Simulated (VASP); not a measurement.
# CrBrO (Pmmn) in VASP: further runs

The runs below take CrBrO through single point, with LDA.

Everything below comes from runs of VASP 6.6.1. Logs are shortened: lines on timing, memory, paths and dates and some standing lists are left out, and cuts for length are marked.

## (1) The cell of the first run

The structure is orthorhombic, space group Pmmn (No. 59). Conventional cell: a = 3.179 Å, b = 3.743 Å, c = 7.556 Å, α = 90.00°, β = 90.00°, γ = 90.00°. Cr (site symmetry mm2) has 4 O at 1.87 to 1.99 Å and 2 Br at 2.43 Å within 2.5 Å. Within 2.5 Å of O (site symmetry mm2) lie 4 Cr at 1.87 to 1.99 Å. Within 3.2 Å of Br (site symmetry mm2) lie 2 Cr at 2.43 Å and 5 O at 3.04 to 3.05 Å and 2 Br at 3.18 Å.

## (2) Single point, LDA

File INCAR:

```
  ALGO = Normal
  EDIFF = 1E-6
  ENCUT = 520
  ISIF = 2
  ISMEAR = 1
  LASPH = True
  LCHARG = True
  LELF = True
  LREAL = False
  LVHAR = True
  LWAVE = False
  NBANDS = 34
  NELM = 100
  PREC = Accurate
  SIGMA = 0.025
```

File KPOINTS:

```
k-points
0
Gamma
  5 6 2
```

File POSCAR:

```
CrBrO
1.0
    3.7428207141      0.0000000000      0.0000000000
    0.0000000000      3.1786676916      0.0000000000
    0.0000000000      0.0000000000      7.5561076212
Cr O Br
2 2 2
Direct
    0.2500000000      0.2500000000      0.0771137083
    0.7500000000      0.7500000000      0.9228862917
    0.2500000000      0.7500000000      0.9189886287
    0.7500000000      0.2500000000      0.0810113713
    0.2500000000      0.7500000000      0.3210058785
    0.7500000000      0.2500000000      0.6789941215
```

Potentials or basis: VASP PAW LDA potentials, release 64 (Cr_pv, O, Br).

The run is started by

```sh
cat potpaw_LDA.64/Cr_pv/POTCAR potpaw_LDA.64/O/POTCAR potpaw_LDA.64/Br/POTCAR > POTCAR
mpirun -np 1 vasp_std > vasp.out
```

OUTCAR:

```text
EDIFF = 1E-6
   ENCUT = 520
   ISIF = 2
   ISMEAR = 1
   LASPH = True
   LREAL = False
   NELM = 100
   PREC = Accurate

 ion  position               nearest neighbor table
   1  0.250  0.250  0.077-   4 1.87   4 1.87   3 1.99   3 1.99   5 2.43   5 2.43   2 2.72   2 2.72
                             2 2.72   2 2.72
   2  0.750  0.750  0.923-   3 1.87   3 1.87   4 1.99   4 1.99   6 2.43   6 2.43   1 2.72   1 2.72
                             1 2.72   1 2.72
   3  0.250  0.750  0.919-   2 1.87   2 1.87   1 1.99   1 1.99
   4  0.750  0.250  0.081-   1 1.87   1 1.87   2 1.99   2 1.99
   5  0.250  0.750  0.321-   1 2.43   1 2.43
   6  0.750  0.250  0.679-   2 2.43   2 2.43

  LATTYP: Found a simple orthorhombic cell.
 ALAT       =     3.1786676916
 B/A-ratio  =     1.1774809691
 C/A-ratio  =     2.3771304063

  Lattice vectors:

 A1 = (   0.0000000000,  -3.1786676916,   0.0000000000)
 A2 = (   3.7428207141,   0.0000000000,   0.0000000000)
 A3 = (   0.0000000000,   0.0000000000,   7.5561076212)

Analysis of symmetry for initial positions (statically):
=====================================================================
 Subroutine PRICEL returns:
 Original cell was already a primitive cell.

 Routine SETGRP: Setting up the symmetry group for a
 simple orthorhombic supercell.

 Subroutine GETGRP returns: Found  8 space group operations
 (whereof  2 operations were pure point group operations)
 out of a pool of  8 trial point group operations.

The static configuration has the point symmetry S_2 .
 The point group associated with its full space group is D_2h.

Analysis of symmetry for dynamics (positions and initial velocities):
=====================================================================
 Subroutine PRICEL returns:
 Original cell was already a primitive cell.

 Routine SETGRP: Setting up the symmetry group for a
 simple orthorhombic supercell.

 Subroutine GETGRP returns: Found  8 space group operations
 (whereof  2 operations were pure point group operations)
 out of a pool of  8 trial point group operations.

The dynamic configuration has the point symmetry S_2 .
 The point group associated with its full space group is D_2h.

 Subroutine INISYM returns: Found  8 space group operations
 (whereof  2 operations are pure point group operations),
 and found     1 'primitive' translations

----------------------------------------------------------------------------------------

                                     Primitive cell

  volume of cell :      89.8964

  direct lattice vectors                    reciprocal lattice vectors
     3.742820714  0.000000000  0.000000000     0.267178173  0.000000000  0.000000000
     0.000000000  3.178667692  0.000000000     0.000000000  0.314597214  0.000000000
     0.000000000  0.000000000  7.556107621     0.000000000  0.000000000  0.132343271

  length of vectors
     3.742820714  3.178667692  7.556107621     0.267178173  0.314597214  0.132343271

  position of ions in fractional coordinates (direct lattice)
     0.250000000  0.250000000  0.077113708
     0.750000000  0.750000000  0.922886292
     0.250000000  0.750000000  0.918988629
     0.750000000  0.250000000  0.081011371
     0.250000000  0.750000000  0.321005879
     0.750000000  0.250000000  0.678994121

  ion indices of the primitive-cell ions
   primitive index   ion index
                 1           1
                 2           2
                 3           3
                 4           4
                 5           5
                 6           6

----------------------------------------------------------------------------------------

 KPOINTS: k-points

Automatic generation of k-mesh.
 Grid dimensions read from file:
 generate k-points for:    5    6    2

 Generating k-lattice:

  Cartesian coordinates                     Fractional coordinates (reciprocal lattice)
     0.053435635  0.000000000  0.000000000     0.200000000  0.000000000  0.000000000
     0.000000000  0.052432869  0.000000000     0.000000000  0.166666667  0.000000000
     0.000000000  0.000000000  0.066171636     0.000000000  0.000000000  0.500000000

  Length of vectors
     0.053435635  0.052432869  0.066171636

  Shift w.r.t. Gamma in fractional coordinates (k-lattice)
     0.000000000  0.000000000  0.000000000

 Subroutine IBZKPT returns following result:
 ===========================================

 Found     24 irreducible k-points:

 Following reciprocal coordinates:
            Coordinates               Weight
  0.000000  0.000000  0.000000      1.000000
  0.200000  0.000000  0.000000      2.000000
  0.400000  0.000000  0.000000      2.000000
  0.000000  0.166667  0.000000      2.000000
  0.200000  0.166667  0.000000      4.000000
  0.400000  0.166667  0.000000      4.000000
[... 16 lines left out ...]
  0.200000  0.500000  0.500000      2.000000
  0.400000  0.500000  0.500000      2.000000
   k-points           NKPTS =     24   k-points in BZ     NKDIM =     24   number of bands    NBANDS=     34
   number of dos      NEDOS =    301   number of ions     NIONS =      6
   total plane-waves  NPLWV =  37632
   dimension x,y,z NGX =    28 NGY =   24 NGZ =   56
   dimension x,y,z NGXF=    56 NGYF=   48 NGZF=  112
   ions per type =               2   2   2
   NGX,Y,Z   is equivalent  to a cutoff of  12.44, 12.55, 12.32 a.u.
   NGXF,Y,Z  is equivalent  to a cutoff of  24.87, 25.10, 24.64 a.u.
 SYSTEM =  unknown system
   PREC   = accura    normal or accurate (medium, high low for compatibility)
   ISTART =      0    job   : 0-new  1-cont  2-samecut
   ICHARG =      2    charge: 1-file 2-atom 10-const
   ISPIN  =      1    spin polarized calculation?
   LNONCOLLINEAR =      F non collinear calculations
   LSORBIT =      F    spin-orbit coupling
   LASPH  =      T    aspherical Exc in radial PAW
   ENCUT  =  520.0 eV  38.22 Ry    6.18 a.u.   6.96  5.91 14.05*2*pi/ulx,y,z
   NELM   =    100;   NELMIN=  2; NELMDL= -5     # of ELM steps
   EDIFF  = 0.1E-05   stopping-criterion for ELM
   LREAL  =      F    real-space projection
   EDIFFG = 0.1E-04   stopping-criterion for IOM
   NSW    =      0    number of steps for IOM
   IBRION =     -1    ionic relax: 0-MD 1-quasi-New 2-CG
   NFREE  =      0    steps in history (QN), initial steepest desc. (CG)
   ISIF   =      2    stress and relaxation
   ISYM   =      2    0-nonsym 1-usesym 2-fastsym
   POTIM  = 0.5000    time-step for ionic-motion
   TEBEG  =    0.0;   TEEND  =   0.0 temperature during run
   PSTRESS=    0.0 pullay stress
   NELECT =      50.0000    total number of electrons
   NUPDOWN=      -1.0000    fix difference up-down
   EMIN   =  10.00;   EMAX   =-10.00  energy-range for DOS
   EFERMI =   0.00;   METHOD = LEGACY
   ISMEAR =     1;   SIGMA  =   0.03  broadening in eV -4-tet -1-fermi 0-gaus
   EFERMI_NEDOS =   21; number of points for ismear=-14 and -15
   IALGO  =     38    algorithm
   IMIX   =      4    mixing-type and parameters
     AMIX     =   0.40;   BMIX     =  1.00
     AMIX_MAG =   1.60;   BMIX_MAG =  1.00
  volume/ion in A,a.u.               =      14.98       101.11
  Fermi-wavevector in a.u.,A,eV,Ry     =   1.346328  2.544190 24.661892  1.812598
  Thomas-Fermi vector in A             =   2.474168
   LORBIT       =      0    0 simple, 1 ext, 2 COOP (PROOUT), +10 PAW based schemes
   GGA     = CA    functional components
   LHFCALC =     F    Hartree Fock is set to
   AEXX    =    0.0000 exact exchange contribution
   IVDW    =     0    specifies the selected vdW correction
   LEPSILON=     F    determine dielectric tensor
   LRPA    =     F    only Hartree local field effects (RPA)
 non-spin polarized calculation
 Methfessel and Paxton  Order N= 1 SIGMA  =   0.03
  energy-cutoff  :      520.00
  volume of cell :       89.90
 maximum number of plane-waves:      2436
 NGX is ok and might be reduce to    28
   NGX = 13   NGY = 11   NGZ = 29

 number of electron      50.0000003 magnetization

 Free energy of the ion-electron system (eV)
  ---------------------------------------------------
  ext. energy  EPLUGINS =         0.00000000
  ---------------------------------------------------
  free energy    TOTEN  =       -43.24336894 eV

  energy without entropy =      -43.24367606  energy(sigma->0) =      -43.24347131

 E-fermi :   5.4460     XC(G=0): -11.0465

 val. band max:        5.4331287935   @ k =   0.4000   0.1667   0.0000
 cond. band min:       5.4568620758   @ k =   0.4000   0.5000   0.5000
 fundamental gap:      0.0237332823
 Fermi energy:         5.4459932198

 k-point     1 :       0.0000    0.0000    0.0000
  band No.  band energies     occupation
      1     -38.6530      2.00000
      2     -38.4074      2.00000
      3     -38.1440      2.00000
      4     -37.9807      2.00000
      5     -37.9711      2.00000
      6     -37.9096      2.00000
[... 26 lines left out ...]
     33      10.0733      0.00000
     34      10.2899      0.00000

 k-point     2 :       0.2000    0.0000    0.0000
  band No.  band energies     occupation
      1     -38.6446      2.00000
      2     -38.4497      2.00000
      3     -38.1281      2.00000
      4     -37.9960      2.00000
      5     -37.9549      2.00000
      6     -37.9085      2.00000
[... 26 lines left out ...]
     33      10.0806      0.00000
     34      10.0845      0.00000

 k-point     3 :       0.4000    0.0000    0.0000
  band No.  band energies     occupation
      1     -38.6092      2.00000
      2     -38.5366      2.00000
      3     -38.0867      2.00000
      4     -38.0363      2.00000
      5     -37.9274      2.00000
      6     -37.9114      2.00000
[... 26 lines left out ...]
     33      10.0901      0.00000
     34      10.0916      0.00000
[... 704 lines left out ...]
 k-point    23 :       0.2000    0.5000    0.5000
  band No.  band energies     occupation
      1     -38.5548      2.00000
      2     -38.5548      2.00000
      3     -38.1381      2.00000
      4     -38.1381      2.00000
      5     -37.9063      2.00000
      6     -37.9063      2.00000
[... 26 lines left out ...]
     33      10.0824      0.00000
     34      10.0824      0.00000

 k-point    24 :       0.4000    0.5000    0.5000
  band No.  band energies     occupation
      1     -38.5961      2.00000
      2     -38.5961      2.00000
      3     -38.0925      2.00000
      4     -38.0925      2.00000
      5     -37.9224      2.00000
      6     -37.9224      2.00000
[... 26 lines left out ...]
     33      10.0900      0.00000
     34      10.0916      0.00000

------------------------ aborting loop because EDIFF is reached ----------------------------------------

  FORCE on cell =-STRESS in cart. coord.  units (eV):
  Direction    XX          YY          ZZ          XY          YZ          ZX
  --------------------------------------------------------------------------------------
  -------------------------------------------------------------------------------------
  Total        0.4560336      0.3344956      0.1048483      0.0000000      0.0000000      0.0000000
  in kB        8.1276523      5.9615431      1.8686567      0.0000000      0.0000000      0.0000000
  external PRESSURE =       5.3192840 kB  Pullay stress =       0.0000000 kB

 VOLUME and BASIS-vectors are now :
 -----------------------------------------------------------------------------
  energy-cutoff  :      520.00
  volume of cell :       89.90
      direct lattice vectors                 reciprocal lattice vectors
     3.742820714  0.000000000  0.000000000     0.267178173  0.000000000  0.000000000
     0.000000000  3.178667692  0.000000000     0.000000000  0.314597214  0.000000000
     0.000000000  0.000000000  7.556107621     0.000000000  0.000000000  0.132343271

 POSITION                                       TOTAL-FORCE (eV/Angst)
 -----------------------------------------------------------------------------------
      0.93571      0.79467      0.58268        -0.000000      0.000000      0.066465
      2.80712      2.38400      6.97343         0.000000     -0.000000     -0.066465
      0.93571      2.38400      6.94398         0.000000     -0.000000     -0.033218
      2.80712      0.79467      0.61213         0.000000     -0.000000      0.033218
      0.93571      2.38400      2.42555         0.000000     -0.000000      0.020311
      2.80712      0.79467      5.13055        -0.000000     -0.000000     -0.020311
 -----------------------------------------------------------------------------------
    total drift:                                0.000000      0.000000      0.000000

  FREE ENERGIE OF THE ION-ELECTRON SYSTEM (eV)
  ---------------------------------------------------
  free  energy   TOTEN  =       -43.2433689352 eV

  energy  without entropy=      -43.2436760574  energy(sigma->0) =      -43.24347131
```

It took 68 s on 1 thread of AMD EPYC 7R13 (Zen 3), shared host; peak memory 0.17 GiB.

What came out:

| Item | Value |
| --- | --- |
| Free energy | -43.2434 eV |
| Pressure | 0.5 GPa |
| Largest force | 0.066 eV/Å |
| Band gap on the k mesh | zero (bands 25 and 26 overlap by 0.25 eV) |

Forces on the atoms (eV/Å):
```
Cr   0.000  0.000  0.066
Cr   0.000  0.000 -0.066
O    0.000  0.000 -0.033
O    0.000  0.000  0.033
Br   0.000  0.000  0.020
Br   0.000  0.000 -0.020
```

Caveat: the k points lie up to 0.42 Å⁻¹ apart; the run has no spin polarisation, though such a crystal can be magnetic; semilocal functionals often make such compounds metallic where correlation or magnetic order opens a gap, which also shifts bond lengths. With open d or f shells a metallic result of LDA can be an artefact of self-interaction; +U or a hybrid may open a gap.

## (3) Single point, LDA

This run uses another cell than the first one, of 15.11 Å³/atom.

File INCAR:

```
SYSTEM = CrBrO
  PREC = Accurate
  ENCUT = 520
  EDIFF = 1E-6
  ISMEAR = -1
  SIGMA = 0.1
  LREAL = .False.
  LASPH = .True.
  NELM = 80
  ALGO = Normal
  ISIF = 2
  LWAVE = .False.
  LCHARG = .True.
  LELF = .True.
  LVHAR = .True.
  NBANDS = 34
```

File KPOINTS:

```
Automatic mesh
0
Gamma
  5 6 2
  0 0 0
```

File POSCAR:

```
CrBrO
1.0
    3.7425401592      0.0000000000      0.0000000000
    0.0000000000      3.1885845237      0.0000000000
    0.0000000000      0.0000000000      7.5994249671
Cr O Br
2 2 2
Direct
    0.2500000000      0.2500000000      0.0816347170
    0.7500000000      0.7500000000      0.9183652830
    0.2500000000      0.7500000000      0.9235677443
    0.7500000000      0.2500000000      0.0764322557
    0.2500000000      0.7500000000      0.3219151390
    0.7500000000      0.2500000000      0.6780848610
```

Potentials or basis: VASP PAW LDA potentials, release 64 (Cr_pv, O, Br).

The run is started by

```sh
cat potpaw_LDA.64/Cr_pv/POTCAR potpaw_LDA.64/O/POTCAR potpaw_LDA.64/Br/POTCAR > POTCAR
mpirun -np 1 vasp_std > vasp.out
```

It took 75 s on 1 thread of AMD EPYC 7R13 (Zen 3), shared host; peak memory 0.17 GiB.

Results (log left out):

- Free energy: -43.3967 eV
- Pressure: 0.5 GPa
- Largest force: 0.064 eV/Å
- Band gap on the k mesh: zero (bands 25 and 26 overlap by 0.25 eV)

Forces on the atoms (eV/Å):
```
Cr   0.000  0.000  0.064
Cr   0.000  0.000 -0.064
O    0.000  0.000 -0.024
O    0.000  0.000  0.024
Br   0.000  0.000  0.020
Br   0.000  0.000 -0.020
```

Stress tensor (GPa, compression positive):
```
0.78 0.00 0.00
0.00 0.50 0.00
0.00 0.00 0.20
```

Levels at points of the mesh, in eV from the Fermi level:
```
           k point  band 23  band 24  band 25  band 26  band 27  band 28
(0.00, 0.00, 0.00)    -1.60    -0.97    -0.45    -0.10     0.05     0.13
(0.00, 0.50, 0.00)    -1.30    -1.30    -0.06    -0.06     0.32     0.32
(0.00, 0.00, 0.50)    -1.84    -0.95    -0.24    -0.09    -0.08     0.05
(0.00, 0.50, 0.50)    -1.26    -1.26    -0.14    -0.14     0.30     0.30
```

Caveat: the k points lie up to 0.41 Å⁻¹ apart; the run has no spin polarisation, though such a crystal can be magnetic; semilocal functionals often make such compounds metallic where correlation or magnetic order opens a gap, which also shifts bond lengths. With open d or f shells a metallic result of LDA can be an artefact of self-interaction; +U or a hybrid may open a gap.

## (4) Single point, LDA

This run uses another cell than the first one, of 15.11 Å³/atom.

File INCAR:

```
SYSTEM = CrBrO
ALGO = Normal
EDIFF = 1E-6
ENCUT = 520
GGA = CA
ISIF = 2
ISMEAR = -1
LASPH = .True.
LCHARG = .False.
LREAL = .False.
LWAVE = .False.
NBANDS = 34
NELM = 100
PREC = Accurate
SIGMA = 0.1
```

File KPOINTS:

```
k-points
0
Gamma
  5 6 2
  0 0 0
```

File POSCAR:

```
CrBrO
1.0
    3.7424926318      0.0000000000      0.0000000000
    0.0000000000      3.1880727956      0.0000000000
    0.0000000000      0.0000000000      7.5996820843
Cr O Br
2 2 2
Direct
    0.2500000000      0.2500000000      0.0815871217
    0.7500000000      0.7500000000      0.9184128783
    0.2500000000      0.7500000000      0.9235103504
    0.7500000000      0.2500000000      0.0764896496
    0.2500000000      0.7500000000      0.3219583537
    0.7500000000      0.2500000000      0.6780416463
```

The run is started by

```sh
cat potpaw_LDA.64/Cr_pv/POTCAR potpaw_LDA.64/O/POTCAR potpaw_LDA.64/Br/POTCAR > POTCAR
mpirun -np 1 vasp_std > vasp.out
```

Run time: 80 s. Hardware: 1 thread of AMD EPYC 7R13 (Zen 3), shared host; peak memory 0.17 GiB.

The run converged. Its results:

| Item | Value |
| --- | --- |
| Free energy | -43.3966 eV |
| Pressure | 0.5 GPa |
| Largest force | 0.068 eV/Å |
| Band gap on the k mesh | zero (bands 25 and 26 overlap by 0.25 eV) |

Forces on the atoms (eV/Å):
```
Cr   0.000  0.000  0.068
Cr   0.000  0.000 -0.068
O    0.000  0.000 -0.023
O    0.000  0.000  0.023
Br   0.000  0.000  0.016
Br   0.000  0.000 -0.016
```

Stress tensor (GPa, compression positive):
```
0.80 0.00 0.00
0.00 0.50 0.00
0.00 0.00 0.18
```

Levels at points of the mesh, in eV from the Fermi level:
| k point | band 21 | band 22 | band 23 | band 24 | band 25 | band 26 | band 27 | band 28 | band 29 | band 30 |
| --- | --- | --- | --- | --- | --- | --- | --- | --- | --- | --- |
| (0.00, 0.00, 0.00) | -2.44 | -2.01 | -1.60 | -0.97 | -0.46 | -0.10 | 0.05 | 0.13 | 0.70 | 1.52 |
| (0.00, 0.50, 0.00) | -2.55 | -2.55 | -1.30 | -1.30 | -0.06 | -0.06 | 0.32 | 0.32 | 0.85 | 0.85 |
| (0.00, 0.00, 0.50) | -2.33 | -2.01 | -1.84 | -0.95 | -0.24 | -0.09 | -0.08 | 0.05 | 0.93 | 1.44 |
| (0.00, 0.50, 0.50) | -2.57 | -2.57 | -1.26 | -1.26 | -0.14 | -0.14 | 0.30 | 0.30 | 1.02 | 1.02 |

Caveat: the k points lie up to 0.41 Å⁻¹ apart; the run has no spin polarisation, though such a crystal can be magnetic; semilocal functionals often make such compounds metallic where correlation or magnetic order opens a gap, which also shifts bond lengths. With open d or f shells a metallic result of LDA can be an artefact of self-interaction; +U or a hybrid may open a gap.

## (5) The runs side by side

| cell | smearing | gap on the mesh (eV) | pressure (GPa) | largest force (eV/Å) |
| --- | --- | --- | --- | --- |
| a = 3.743, b = 3.179, c = 7.556 Å, 6 atoms, atomic positions A | methfessel-paxton 0.025 eV | none | 0.5 | 0.07 |
| a = 3.743, b = 3.189, c = 7.599 Å, 6 atoms, atomic positions B | fermi-dirac 0.1 eV | none | 0.5 | 0.06 |
| a = 3.742, b = 3.188, c = 7.600 Å, 6 atoms, atomic positions C | fermi-dirac 0.1 eV | none | 0.5 | 0.07 |

Alike in all rows: task single point; level LDA; potentials or basis VASP PAW LDA potentials, release 64 (Cr_pv, O, Br); no spin polarisation; k mesh 5 × 6 × 2; cutoff (eV) 520.

Caveats: all runs use coarse meshes; the run has no spin polarisation, though such a crystal can be magnetic; semilocal functionals often make such compounds metallic where correlation or magnetic order opens a gap, which also shifts bond lengths.

Absolute energies hang on the potentials; compare differences alone.

The gap in the log of VASP goes by the Fermi energy; the results here count the filled bands.